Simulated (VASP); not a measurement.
**Ir3Ru2: single point with PBE**

Ir3Ru2:

```
CELL_PARAMETERS angstrom
2.70372 0.00000 0.00000
-1.35186 2.34149 0.00000
0.00000 0.00000 21.92140
ATOMIC_POSITIONS crystal
Ru 0.66667 0.33333 0.80000
Ru 0.66667 0.33333 0.20000
Ru 0.66667 0.33333 0.40000
Ru 0.66667 0.33333 0.60000
Ir 0.66667 0.33333 0.00000
Ir 0.33333 0.66667 0.70000
Ir 0.33333 0.66667 0.90000
Ir 0.33333 0.66667 0.10000
Ir 0.33333 0.66667 0.30000
Ir 0.33333 0.66667 0.50000
```

| Quantity | Value |
| --- | --- |
| Program | VASP 6.6.1 |
| Task | single point |
| Functional | PBE |
| Potentials or basis | VASP PAW PBE potentials, release 64 (Ru_pv, Ir) |
| Cutoff | 520 eV |
| k mesh | 6 × 6 × 1 |
| Occupations | gaussian, width 0.1 eV |
| Spin | no spin polarisation |

* Pressure: 10.1 GPa
* Largest force: 0.734 eV/Å
* Band gap on the k mesh: zero (bands 55 and 56 overlap by 2.69 eV)

Forces on the atoms (eV/Å):
```
Ru   0.000  0.000  0.124
Ru   0.000  0.000 -0.124
Ru   0.000  0.000 -0.067
Ru   0.000  0.000  0.067
Ir   0.000  0.000  0.000
Ir   0.000  0.000  0.011
Ir   0.000  0.000 -0.734
Ir   0.000  0.000  0.734
Ir   0.000  0.000 -0.011
Ir   0.000  0.000  0.000
```

Stress tensor (GPa, compression positive):
```
13.98  0.00  0.00
 0.00 13.98  0.00
 0.00  0.00  2.43
```

Levels at points of the mesh, in eV from the Fermi level:
```tsv
k point	band 54	band 55	band 56	band 57	band 58	band 59
(0.00, 0.00, 0.00)	-1.51	-1.42	-1.42	-1.42	-0.55	-0.55
(0.50, 0.00, 0.00)	1.13	1.18	1.20	1.29	1.32	1.43
```

Wall time 4.7 min on 1 thread of AMD EPYC 7R43 64-Core Processor (Zen 3), with other jobs on the host, peak memory 0.22 GiB.

Caveat: the k points lie up to 0.45 Å⁻¹ apart, too coarse for converged energies and pressures of a metal; spin-orbit coupling is left out, which moves the levels of the heavy elements.
